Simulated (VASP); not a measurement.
Input of a VASP 6.6.1 run:

POSCAR

```
Si3C
1.0
    0.0000000000      9.7888090000      9.7888090000
    9.7888090000      0.0000000000      9.7888090000
    9.7888090000      9.7888090000      0.0000000000
C Si
32 96
Direct
    0.0069200000      0.9995870000      0.9778910000
    0.7454690000      0.7285350000      0.7510380000
    0.0503210000      0.0499470000      0.5834430000
    0.0899200000      0.5236280000      0.5856320000
    0.2492930000      0.2658960000      0.0024680000
    0.4397230000      0.9804420000      0.3340580000
[... 120 lines left out ...]
    0.5566540000      0.3229700000      0.8046240000
    0.8041220000      0.5233290000      0.5718970000
```

INCAR.step1

```
SYSTEM = Si3C
PREC = Accurate ; ENCUT = 520
ISMEAR = -1 ; SIGMA = 0.05
LREAL = Auto ; LASPH = .TRUE.
NELM = 60 ; NBANDS = 326
GGA = PE ; ALGO = Normal
EDIFF = 1E-4 ; LWAVE = .TRUE.
LCHARG = .FALSE. ; NCORE = 4
```

File INCAR.step2:

```
SYSTEM = Si3C
PREC = Accurate ; ENCUT = 520
EDIFF = 1E-7 ; ISMEAR = -1
SIGMA = 0.05 ; LREAL = Auto
LASPH = .TRUE. ; NELM = 60
ALGO = Normal ; ISIF = 2
LWAVE = .FALSE. ; LCHARG = .FALSE.
METAGGA = R2SCAN ; LMIXTAU = .TRUE.
NBANDS = 326 ; ISTART = 1
NCORE = 4
```

File KPOINTS:

```
Automatic mesh
0
G
  1 1 1
  0 0 0
```

Potentials or basis: VASP PAW PBE potentials, release 64 (C, Si).

Run with:

```sh
$ cat potpaw_PBE.64/C/POTCAR potpaw_PBE.64/Si/POTCAR > POTCAR
$ cp INCAR.step1 INCAR
$ mpirun -np 4 vasp_gam > vasp.out
$ cp INCAR.step2 INCAR
$ mpirun -np 4 vasp_gam > vasp.out
```

Question: What does it give for the largest force?

Answer: 0.885 eV/Å.

Question: Predict the pressure.

Answer: 1.4 GPa.

Stress tensor (GPa, compression positive):
```
 0.95 -0.05  0.96
-0.05  1.92 -0.21
 0.96 -0.21  1.22
```

Caveat: the k points lie up to 0.56 Å⁻¹ apart; the PAW data sets were made with another functional, which shifts forces and pressure a little.
